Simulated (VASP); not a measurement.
HfH2: electric field gradients with r2SCAN

Crystal: HfH2.

```
Hf H
1.0
    -1.74784    1.74784    2.16604
     1.74784   -1.74784    2.16604
     1.74784    1.74784   -2.16604
Hf H
1 2
Direct
  0.00000 0.00000 0.00000
  0.25000 0.75000 0.50000
  0.75000 0.25000 0.50000
```

```json
{
 "Program": "VASP 6.6.1",
 "Task": "electric field gradients",
 "Functional": "r2SCAN",
 "Potentials or basis": "VASP PAW PBE potentials, release 64 (Hf_pv, H)",
 "Cutoff": "520 eV",
 "k mesh": "15 × 15 × 15",
 "Occupations": "fermi-dirac, width 0.03 eV",
 "Spin": "no spin polarisation",
 "Dipole correction": "no",
 "Further INCAR settings": "ALGO = Normal; EDIFF = 1e-08; NBANDS = 13"
}
```

The pressure is -4.5 GPa, the band gap on the k mesh is zero (bands 6 and 7 overlap by 0.92 eV) and the largest electric field gradient by atom is Hf -26.9; H +0.0 V/Å².

Stress tensor (GPa, compression positive):
```
-4.75  0.00  0.00
 0.00 -4.75  0.00
 0.00  0.00 -4.08
```

Levels at points of the mesh, in eV from the Fermi level:
| k point | band 2 | band 3 | band 4 | band 5 | band 6 | band 7 | band 8 | band 9 | band 10 | band 11 |
| --- | --- | --- | --- | --- | --- | --- | --- | --- | --- | --- |
| (0.00, 0.00, 0.00) | -32.36 | -32.31 | -11.97 | -1.77 | -0.51 | -0.51 | 0.54 | 1.81 | 3.33 | 11.16 |

Electric field gradients, principal values (V/Å²):
```tsv
atom	least	middle	greatest (by size)
1 Hf	13.446	13.447	-26.893
2 H	-0.010	-0.014	0.024
3 H	-0.010	-0.014	0.024
```

Wall time 3.1 min on 1 thread of Intel(R) Xeon(R) Platinum 8259CL CPU @ 2.50GHz (Skylake/Cascade Lake) (shared host), peak memory 0.23 GiB.

Caveat: the cell stands under tension; without QUAD_EFG the Cq values of the log hold for a quadrupole moment of 1 mb, not for the nuclei; the PAW data sets were made with another functional, which shifts forces and pressure a little; spin-orbit coupling is left out, which moves the levels of the heavy elements.
